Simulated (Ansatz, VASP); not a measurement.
# Two plane-wave programs on GaSb4

The input INCAR:

```
  PREC = Accurate
  ENCUT = 520
  EDIFF = 1E-7
  ISMEAR = 0
  SIGMA = 0.1
  LREAL = F
  LASPH = T
  NELM = 60
  ALGO = Normal
  ISIF = 2
  LWAVE = F
  LCHARG = F
  GGA = PE
  NBANDS = 24
```

File KPOINTS:

```
regular mesh
0
Gamma
  4 4 2
```

The input POSCAR:

```
GaSb4
1.0
    4.5053529400      0.0000000000      0.0000000000
    0.0000000000      4.5053529400      0.0000000000
    0.0000000000      0.0000000000      7.8311105700
Ga Sb
1 4
Direct
    0.5000000000      0.5000000000      0.0000000000
    0.0000000000      0.5000000000      0.7268193900
    0.5000000000      0.0000000000      0.7268193900
    0.0000000000      0.5000000000      0.2731806100
    0.5000000000      0.0000000000      0.2731806100
```

Input for Ansatz:

```yaml
crystal:
  lattice:
    - [4.50535294, 0.0, 0.0]
    - [0.0, 4.50535294, 0.0]
    - [0.0, 0.0, 7.83111057]
  atoms:
    - { symbol: Ga, position: [0.5, 0.5, 0.0] }
    - { symbol: Sb, position: [0.0, 0.5, 0.72681939] }
    - { symbol: Sb, position: [0.5, 0.0, 0.72681939] }
    - { symbol: Sb, position: [0.0, 0.5, 0.27318061] }
    - { symbol: Sb, position: [0.5, 0.0, 0.27318061] }
basis:
  ecutwfc: 420
kpoints:
  mp_grid: { grid: [4, 4, 2] }
hamiltonian:
  xc: pbe
scf:
  occupations: { method: gaussian, width: 0.1 }
  lower_state_search: "off"
output:
  forces: true
  stress: true
  eigenvalues: true
```

Alike in both runs: task single point; functional PBE; k mesh 4 × 4 × 2; occupations gaussian, width 0.1 eV; no spin polarisation.

|  | VASP | Ansatz |
| --- | --- | --- |
| version | VASP 6.6.1 | Ansatz 0.2.0 |
| potentials or method | VASP PAW PBE potentials, release 64 (Ga_d, Sb), cutoff 520 eV | scalar-relativistic, plane waves, PAW |
| valence electrons in the cell | 33 | 73 |

```csv
,VASP,Ansatz,Ansatz less VASP
gap on the k mesh at the Fermi level (eV),none,none,-
pressure (GPa),-3.3,-3.3,+0.04
"traceless stress, the component that is largest in VASP (GPa)",-1.19,-1.21,-0.014
rms of the force components (eV/Å),0.116,0.115,-0.0002
```

Atom by atom the forces differ by 0.000 eV/Å (rms over components). A gap of «none» marks a metal or a gap that the smearing closes. VASP's potentials hold 33 valence electrons a cell and Ansatz's 73, so a difference there can come from the potentials and not from the codes.

The k mesh is coarse, so the values compare programs but aren't converged. Spin-orbit coupling is off throughout.
